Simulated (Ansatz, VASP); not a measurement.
## InPd in VASP and in Ansatz

```xyz
2
Lattice="3.2719 0.0000 0.0000 0.0000 3.2719 0.0000 0.0000 0.0000 3.2719" Properties=species:S:1:pos:R:3 pbc="T T T"
In    0.0000    0.0000    0.0000
Pd    1.6359    1.6359    1.6359
```

Alike in both runs: task relaxation of cell and atoms; functional PBEsol; k mesh 8 × 8 × 8; occupations fermi-dirac, width 0.05 eV; no spin polarisation.

|  | VASP | Ansatz |
| --- | --- | --- |
| version | VASP 6.6.1 | Ansatz 0.2.0 |
| potentials or method | VASP PAW PBE potentials, release 64 (In_d, Pd) | Ansatz PAW |
| plane-wave cutoff (eV) | 600 | 420 |
| valence electrons in the cell | 23 | 31 |

Ansatz gave:

```
gap on the k mesh at the Fermi level, each at its own relaxed structure (eV) : none
relaxed volume (Å³/atom)                                                     : 17.11
relaxed cell length with the largest relative difference (Å)                 : 3.247
```

Estimate VASP's values.

gap on the k mesh at the Fermi level, each at its own relaxed structure (eV): none; relaxed volume (Å³/atom): 17.13; relaxed cell length with the largest relative difference (Å): 3.248.

VASP's potentials were made for PBE, not for PBEsol. A gap of «none» marks a metal or a gap that the smearing closes. VASP's potentials hold 23 valence electrons a cell and Ansatz's 31, so a difference there can come from the potentials and not from the codes.

Noted on Ansatz's run: the plane-wave basis is chosen anew once the cell has moved, so the energies of steps on either side of that aren't comparable.
